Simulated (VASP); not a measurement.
# BP2 in VASP: further runs

Runs on BP2. Level: PBE. Tasks: single point.

Everything below comes from runs of VASP 6.6.1. Logs are shortened: lines on timing, memory, paths and dates and some standing lists are left out, and cuts for length are marked.

## Step 1: The cell of the first run

The typed cell holds 3 atoms: a = 4.231 Å, b = 4.231 Å, c = 2.238 Å, α = 90.00°, β = 90.00°, γ = 120.00°.

## Step 2: Single point, PBE

Contents of INCAR:

```
SYSTEM = BP2
ALGO = Normal ; EDIFF = 1E-6
ENCUT = 500 ; GGA = PE
GGA_COMPAT = .FALSE. ; ISIF = 2
ISMEAR = 0 ; LASPH = .TRUE.
LCHARG = .FALSE. ; LREAL = .FALSE.
LWAVE = .FALSE. ; NBANDS = 14
NELM = 120 ; PREC = Accurate
SIGMA = 0.2
```

Contents of KPOINTS:

```
k-points
0
G
  5 5 6
  0 0 0
```

Contents of POSCAR:

```
BP2
1.0
    4.2306886258      0.0000000027      0.0000000000
   -2.1153443153      3.6638838241      0.0000000000
    0.0000000000      0.0000000000      2.2376776912
B P
1 2
Direct
    0.0000000000      0.0000000000     -0.0328390522
    0.3333333333      0.6666666667      0.9668982711
    0.6666666667      0.3333333333      0.9668982711
```

Potentials or basis: VASP PAW PBE potentials, release 64 (B, P).

The run is started by

```bash
$ cat potpaw_PBE.64/B/POTCAR potpaw_PBE.64/P/POTCAR > POTCAR
$ mpirun -np 1 vasp_std > vasp.out
```

OUTCAR:

```text
SYSTEM = BP2
   EDIFF = 1E-6
   ENCUT = 500
   GGA = PE
   ISIF = 2
   ISMEAR = 0
   LASPH = .TRUE.
   LREAL = .FALSE.
   NELM = 120
   PREC = Accurate

 ion  position               nearest neighbor table
   1  0.000  0.000  0.967-   2 2.44   3 2.44   3 2.44   2 2.44   3 2.44   2 2.44
   2  0.333  0.667  0.967-   3 2.44   3 2.44   3 2.44   1 2.44   1 2.44   1 2.44
   3  0.667  0.333  0.967-   2 2.44   2 2.44   2 2.44   1 2.44   1 2.44   1 2.44

  LATTYP: Found a hexagonal cell.
 ALAT       =     4.2306886258
 C/A-ratio  =     0.5289157130

  Lattice vectors:

 A1 = (   4.2306886258,   0.0000000027,   0.0000000000)
 A2 = (  -2.1153443153,   3.6638838241,   0.0000000000)
 A3 = (   0.0000000000,   0.0000000000,   2.2376776912)

Analysis of symmetry for initial positions (statically):
=====================================================================
 Subroutine PRICEL returns:
 Original cell was already a primitive cell.

 Routine SETGRP: Setting up the symmetry group for a
 hexagonal supercell.

 Subroutine GETGRP returns: Found 12 space group operations
 (whereof 12 operations were pure point group operations)
 out of a pool of 24 trial point group operations.

The static configuration has the point symmetry C_6v.

Analysis of symmetry for dynamics (positions and initial velocities):
=====================================================================
 Subroutine PRICEL returns:
 Original cell was already a primitive cell.

 Routine SETGRP: Setting up the symmetry group for a
 hexagonal supercell.

 Subroutine GETGRP returns: Found 12 space group operations
 (whereof 12 operations were pure point group operations)
 out of a pool of 24 trial point group operations.

The dynamic configuration has the point symmetry C_6v.

 Subroutine INISYM returns: Found 12 space group operations
 (whereof 12 operations are pure point group operations),
 and found     1 'primitive' translations

----------------------------------------------------------------------------------------

                                     Primitive cell

  volume of cell :      34.6857

  direct lattice vectors                    reciprocal lattice vectors
     4.230688626  0.000000003  0.000000000     0.236368140  0.136467209  0.000000000
    -2.115344315  3.663883824  0.000000000    -0.000000000  0.272934418  0.000000000
     0.000000000  0.000000000  2.237677691     0.000000000  0.000000000  0.446891884

  length of vectors
     4.230688626  4.230688626  2.237677691     0.272934418  0.272934418  0.446891884

  position of ions in fractional coordinates (direct lattice)
     0.000000000  0.000000000  0.967160948
     0.333333333  0.666666667  0.966898271
     0.666666667  0.333333333  0.966898271

  ion indices of the primitive-cell ions
   primitive index   ion index
                 1           1
                 2           2
                 3           3

----------------------------------------------------------------------------------------

 KPOINTS: k-points

Automatic generation of k-mesh.
 Grid dimensions read from file:
 generate k-points for:    5    5    6

 Generating k-lattice:

  Cartesian coordinates                     Fractional coordinates (reciprocal lattice)
     0.047273628  0.027293442  0.000000000     0.200000000  0.000000000  0.000000000
    -0.000000000  0.054586884  0.000000000     0.000000000  0.200000000  0.000000000
     0.000000000  0.000000000  0.074481981     0.000000000  0.000000000  0.166666667

  Length of vectors
     0.054586884  0.054586884  0.074481981

  Shift w.r.t. Gamma in fractional coordinates (k-lattice)
     0.000000000  0.000000000  0.000000000

 Subroutine IBZKPT returns following result:
 ===========================================

 Found     20 irreducible k-points:

 Following reciprocal coordinates:
            Coordinates               Weight
  0.000000  0.000000  0.000000      1.000000
  0.200000  0.000000  0.000000      6.000000
  0.400000  0.000000  0.000000      6.000000
  0.200000  0.200000  0.000000      6.000000
  0.400000  0.200000  0.000000      6.000000
  0.000000  0.000000  0.166667      2.000000
[... 12 lines left out ...]
  0.200000  0.200000  0.500000      6.000000
  0.400000  0.200000  0.500000      6.000000
   k-points           NKPTS =     20   k-points in BZ     NKDIM =     20   number of bands    NBANDS=     14
   number of dos      NEDOS =    301   number of ions     NIONS =      3
   total plane-waves  NPLWV =  16384
   dimension x,y,z NGX =    32 NGY =   32 NGZ =   16
   dimension x,y,z NGXF=    64 NGYF=   64 NGZF=   32
   ions per type =               1   2
   NGX,Y,Z   is equivalent  to a cutoff of  12.57, 12.57, 11.89 a.u.
   NGXF,Y,Z  is equivalent  to a cutoff of  25.15, 25.15, 23.77 a.u.
 SYSTEM =  BP2
   PREC   = accura    normal or accurate (medium, high low for compatibility)
   ISTART =      0    job   : 0-new  1-cont  2-samecut
   ICHARG =      2    charge: 1-file 2-atom 10-const
   ISPIN  =      1    spin polarized calculation?
   LNONCOLLINEAR =      F non collinear calculations
   LSORBIT =      F    spin-orbit coupling
   LASPH  =      T    aspherical Exc in radial PAW
   ENCUT  =  500.0 eV  36.75 Ry    6.06 a.u.   7.71  7.71  4.08*2*pi/ulx,y,z
   NELM   =    120;   NELMIN=  2; NELMDL= -5     # of ELM steps
   EDIFF  = 0.1E-05   stopping-criterion for ELM
   LREAL  =      F    real-space projection
   EDIFFG = 0.1E-04   stopping-criterion for IOM
   NSW    =      0    number of steps for IOM
   IBRION =     -1    ionic relax: 0-MD 1-quasi-New 2-CG
   NFREE  =      0    steps in history (QN), initial steepest desc. (CG)
   ISIF   =      2    stress and relaxation
   ISYM   =      2    0-nonsym 1-usesym 2-fastsym
   POTIM  = 0.5000    time-step for ionic-motion
   TEBEG  =    0.0;   TEEND  =   0.0 temperature during run
   PSTRESS=    0.0 pullay stress
   NELECT =      13.0000    total number of electrons
   NUPDOWN=      -1.0000    fix difference up-down
   EMIN   =  10.00;   EMAX   =-10.00  energy-range for DOS
   EFERMI =   0.00;   METHOD = LEGACY
   ISMEAR =     0;   SIGMA  =   0.20  broadening in eV -4-tet -1-fermi 0-gaus
   EFERMI_NEDOS =   21; number of points for ismear=-14 and -15
   IALGO  =     38    algorithm
   IMIX   =      4    mixing-type and parameters
     AMIX     =   0.40;   BMIX     =  1.00
     AMIX_MAG =   1.60;   BMIX_MAG =  1.00
  volume/ion in A,a.u.               =      11.56        78.02
  Fermi-wavevector in a.u.,A,eV,Ry     =   1.180337  2.230513 18.955560  1.393194
  Thomas-Fermi vector in A             =   2.316631
   LORBIT       =      0    0 simple, 1 ext, 2 COOP (PROOUT), +10 PAW based schemes
   GGA     = PE    functional components
   LHFCALC =     F    Hartree Fock is set to
   AEXX    =    0.0000 exact exchange contribution
   IVDW    =     0    specifies the selected vdW correction
   LEPSILON=     F    determine dielectric tensor
   LRPA    =     F    only Hartree local field effects (RPA)
 non-spin polarized calculation
 Gauss-broadening in eV      SIGMA  =   0.20
  energy-cutoff  :      500.00
  volume of cell :       34.69
 maximum number of plane-waves:       902
 NGX is ok and might be reduce to    32
   NGX = 15   NGY = 15   NGZ =  9

 number of electron      13.0000000 magnetization

 Free energy of the ion-electron system (eV)
  ---------------------------------------------------
  ext. energy  EPLUGINS =         0.00000000
  ---------------------------------------------------
  free energy    TOTEN  =       -14.69726200 eV

  energy without entropy =      -14.67442950  energy(sigma->0) =      -14.68584575

 E-fermi :  10.2362     XC(G=0): -11.7488

 val. band max:       10.2228265004   @ k =   0.4000   0.0000   0.1667
 cond. band min:      10.4376234826   @ k =   0.2000   0.2000   0.1667
 fundamental gap:      0.2147969822
 Fermi energy:        10.2362270202

 k-point     1 :       0.0000    0.0000    0.0000
  band No.  band energies     occupation
      1      -7.3927      2.00000
      2      -0.0358      2.00000
      3       3.1279      2.00000
      4       3.1279      2.00000
      5       4.5034      2.00000
      6       4.7210      2.00000
      7       4.7210      2.00000
      8      17.6254      0.00000
      9      18.0041      0.00000
     10      18.0041      0.00000
     11      18.8482      0.00000
     12      21.4609      0.00000
     13      22.7970      0.00000
     14      24.1839      0.00000

 k-point     2 :       0.2000    0.0000    0.0000
  band No.  band energies     occupation
      1      -7.0260      2.00000
      2      -1.5445      2.00000
      3       2.1010      2.00000
      4       2.1403      2.00000
      5       5.0517      2.00000
      6       6.4919      2.00000
      7       8.1159      2.00000
      8      15.0896      0.00000
      9      16.6324      0.00000
     10      17.9385      0.00000
     11      20.1477      0.00000
     12      21.1694      0.00000
     13      22.2504      0.00000
     14      23.0762      0.00000

 k-point     3 :       0.4000    0.0000    0.0000
  band No.  band energies     occupation
      1      -6.0269      2.00000
      2      -3.6850      2.00000
      3       1.1530      2.00000
      4       1.3837      2.00000
      5       7.8862      2.00000
      6       9.5570      2.00000
      7      11.3508      0.00000
      8      12.3750      0.00000
      9      13.2033      0.00000
     10      18.8241      0.00000
     11      18.9962      0.00000
     12      20.1802      0.00000
     13      21.2173      0.00000
     14      21.5820      0.00000

 k-point     4 :       0.2000    0.2000    0.0000
  band No.  band energies     occupation
      1      -6.3218      2.00000
      2      -3.0334      2.00000
      3      -0.1443      2.00000
      4       4.2982      2.00000
      5       4.7728      2.00000
      6       9.8380      1.99514
      7      10.8947      0.00000
      8      11.7070      0.00000
      9      15.7485      0.00000
     10      18.5407      0.00000
     11      19.3663      0.00000
     12      20.7045      0.00000
     13      21.4268      0.00000
     14      21.4835      0.00000

 k-point     5 :       0.4000    0.2000    0.0000
  band No.  band energies     occupation
      1      -5.3571      2.00000
      2      -4.3569      2.00000
      3      -0.8852      2.00000
      4       4.1691      2.00000
      5       7.7089      2.00000
      6       7.9999      2.00000
      7      13.1583      0.00000
      8      13.2570      0.00000
      9      14.0063      0.00000
     10      17.9213      0.00000
     11      19.3113      0.00000
[... 208 lines left out ...]
 k-point    18 :       0.4000    0.0000    0.5000
  band No.  band energies     occupation
      1      -0.0131      2.00000
      2       1.7341      2.00000
      3       2.3401      2.00000
      4       3.6075      2.00000
      5       5.8244      2.00000
      6       7.2510      2.00000
      7       7.4139      2.00000
      8      11.9422      0.00000
      9      13.5309      0.00000
     10      13.6414      0.00000
     11      16.0511      0.00000
     12      16.1363      0.00000
     13      16.7559      0.00000
     14      17.0565      0.00000

 k-point    19 :       0.2000    0.2000    0.5000
  band No.  band energies     occupation
      1      -0.3141      2.00000
      2       1.4660      2.00000
      3       3.1212      2.00000
      4       4.0510      2.00000
      5       4.9377      2.00000
      6       7.1005      2.00000
      7       9.6482      1.99997
      8      10.1601      1.40976
      9      13.3161      0.00000
     10      14.0724      0.00000
     11      14.4397      0.00000
     12      15.0764      0.00000
     13      16.6625      0.00000
     14      19.1811      0.00000

 k-point    20 :       0.4000    0.2000    0.5000
  band No.  band energies     occupation
      1       0.6813      2.00000
      2       1.6839      2.00000
      3       2.3111      2.00000
      4       3.0907      2.00000
      5       4.3214      2.00000
      6       6.4755      2.00000
      7       9.5763      2.00000
      8      12.9826      0.00000
      9      13.0205      0.00000
     10      13.3511      0.00000
     11      16.1915      0.00000
     12      17.0235      0.00000
     13      17.2882      0.00000
     14      17.2929      0.00000

------------------------ aborting loop because EDIFF is reached ----------------------------------------

  FORCE on cell =-STRESS in cart. coord.  units (eV):
  Direction    XX          YY          ZZ          XY          YZ          ZX
  --------------------------------------------------------------------------------------
  -------------------------------------------------------------------------------------
  Total       -0.0994036     -0.0994036     -0.0196046      0.0000000      0.0000000      0.0000000
  in kB       -4.5915844     -4.5915844     -0.9055641      0.0000000      0.0000000      0.0000000
  external PRESSURE =      -3.3629109 kB  Pullay stress =       0.0000000 kB

 VOLUME and BASIS-vectors are now :
 -----------------------------------------------------------------------------
  energy-cutoff  :      500.00
  volume of cell :       34.69
      direct lattice vectors                 reciprocal lattice vectors
     4.230688626  0.000000003  0.000000000     0.236368140  0.136467209  0.000000000
    -2.115344315  3.663883824  0.000000000    -0.000000000  0.272934418  0.000000000
     0.000000000  0.000000000  2.237677691     0.000000000  0.000000000  0.446891884

 POSITION                                       TOTAL-FORCE (eV/Angst)
 -----------------------------------------------------------------------------------
      0.00000      0.00000      2.16419        -0.000000     -0.000000     -0.002152
     -0.00000      2.44259      2.16361         0.000000      0.000000      0.001076
      2.11534      1.22129      2.16361        -0.000000     -0.000000      0.001076
 -----------------------------------------------------------------------------------
    total drift:                               -0.000000     -0.000000      0.000067

  FREE ENERGIE OF THE ION-ELECTRON SYSTEM (eV)
  ---------------------------------------------------
  free  energy   TOTEN  =       -14.6972619971 eV

  energy  without entropy=      -14.6744294989  energy(sigma->0) =      -14.68584575
```

Wall time 9.5 s (1 thread of Intel Xeon 8259CL, shared host); peak memory 0.14 GiB.

Results:

* Free energy: -14.6973 eV
* Pressure: -0.3 GPa

Forces on the atoms (eV/Å):
```
B    0.000  0.000 -0.002
P    0.000  0.000  0.001
P    0.000  0.000  0.001
```

Caveat: the k points lie up to 0.47 Å⁻¹ apart.

## Step 3: Single point, PBE

This run uses another cell than the first one, of 12.05 Å³/atom, 1.042 times its volume.

Contents of INCAR:

```
SYSTEM = BP2
  ALGO = Normal
  EDIFF = 1E-6
  ENCUT = 500
  GGA = PE
  GGA_COMPAT = .False.
  ISIF = 2
  ISMEAR = 0
  LASPH = .True.
  LCHARG = .False.
  LREAL = .False.
  LWAVE = .False.
  NBANDS = 14
  NELM = 120
  PREC = Accurate
  SIGMA = 0.2
```

Contents of KPOINTS:

```
k-points
0
Gamma
  6 6 5
  0 0 0
```

Contents of POSCAR:

```
BP2
1.0
    4.0887784212     -0.0000000034      0.0000000000
   -2.0443892077      3.5409859849      0.0000000000
    0.0000000000      0.0000000000      2.4971468186
B P
1 2
Direct
    0.0000000000      0.0000000000      0.0000000000
    0.3333333333      0.6666666667      0.5000000000
    0.6666666667      0.3333333333      0.5000000000
```

Potentials or basis: VASP PAW PBE potentials, release 64 (B, P).

The run is started by

```bash
$ cat potpaw_PBE.64/B/POTCAR potpaw_PBE.64/P/POTCAR > POTCAR
$ mpirun -np 1 vasp_std > vasp.out
```

Wall time 12 s (1 thread of Intel Xeon 8259CL, shared host); peak memory 0.14 GiB.

It converged, with:

```
Free energy : -13.5421 eV
Pressure    : -0.2 GPa
```

Stress tensor (GPa, compression positive):
```
-0.23  0.00  0.00
 0.00 -0.23  0.00
 0.00  0.00  0.01
```

Levels at points of the mesh, in eV from the Fermi level:
```tsv
k point	band 4	band 5	band 6	band 7	band 8	band 9
(0.00, 0.00, 0.00)	-5.80	-4.07	-4.07	-4.04	3.46	7.13
(0.50, 0.00, 0.00)	-7.60	1.36	1.70	2.35	3.34	4.66
```

Caveat: the k points lie up to 0.50 Å⁻¹ apart.

## Step 4: Single point, PBE

This run uses another cell than the first one, of 19.86 Å³/atom, 1.718 times its volume.

Contents of INCAR:

```
PREC     = Accurate       # precision mode
ENCUT    = 500            # plane-wave cutoff, eV
EDIFF    = 1E-6           # SCF threshold, eV
ISMEAR   = 0              # smearing method
SIGMA    = 0.2            # smearing width, eV
LREAL    = F              # projectors in reciprocal space
LASPH    = T              # aspherical terms in the spheres
NELM     = 120            # most SCF steps
ALGO     = Normal         # electronic algorithm
ISIF     = 2              # what is computed and relaxed
LWAVE    = F              # write WAVECAR
LCHARG   = F              # write CHGCAR
GGA      = PE             # functional
NBANDS   = 14             # bands
GGA_COMPAT= F
```

Contents of KPOINTS:

```
regular mesh
0
Gamma
  7 7 3
```

Contents of POSCAR:

```
BP2
1.0
    3.9016957015      0.0000000000      0.0000000000
   -1.9508478508      3.3789675954      0.0000000000
    0.0000000000      0.0000000000      4.5203415078
B P
1 2
Direct
    0.0000000000      0.0000000000      0.0000000000
    0.3333333333      0.6666666667      0.0000000000
    0.6666666667      0.3333333333      0.0000000000
```

The run is started by

```bash
$ cat potpaw_PBE.64/B/POTCAR potpaw_PBE.64/P/POTCAR > POTCAR
$ mpirun -np 1 vasp_std > vasp.out
```

Wall time 20 s (1 thread of Intel Xeon 8259CL, shared host); peak memory 0.16 GiB.

Results (log left out):

| Property | Result |
| --- | --- |
| Free energy | -13.3575 eV |
| Pressure | -0.4 GPa |

Stress tensor (GPa, compression positive):
```
-0.25  0.00  0.00
 0.00 -0.25  0.00
 0.00  0.00 -0.64
```

Levels at points of the mesh, in eV from the Fermi level:
```tsv
k point	band 4	band 5	band 6	band 7	band 8	band 9
(0.00, 0.00, 0.00)	-4.78	-3.87	-3.87	-3.87	-1.08	2.34
```

Caveat: the k points lie up to 0.46 Å⁻¹ apart; this functional lacks dispersion, which binds the layers, so the pressure and a relaxed spacing across them are unreliable.

## Step 5: The runs side by side

| cell | k mesh | gap on the mesh (eV) | pressure (GPa) |
| --- | --- | --- | --- |
| a = 4.231, b = 4.231, c = 2.238 Å, angles 90.0, 90.0, 120.0°, 3 atoms | 5 × 5 × 6 | none | -0.3 |
| a = 4.089, b = 4.089, c = 2.497 Å, angles 90.0, 90.0, 120.0°, 3 atoms | 6 × 6 × 5 | none | -0.2 |
| a = 3.902, b = 3.902, c = 4.520 Å, angles 90.0, 90.0, 120.0°, 3 atoms | 7 × 7 × 3 | none | -0.4 |

Alike in all rows: task single point; level PBE; potentials or basis VASP PAW PBE potentials, release 64 (B, P); no spin polarisation; cutoff (eV) 500; smearing gaussian 0.2 eV.

Caveats: all runs use coarse meshes; this functional lacks dispersion, which binds the layers, so the pressure and a relaxed spacing across them are unreliable (some runs).

Total energies depend on the potentials used, so only differences within one code and one set of settings carry meaning.
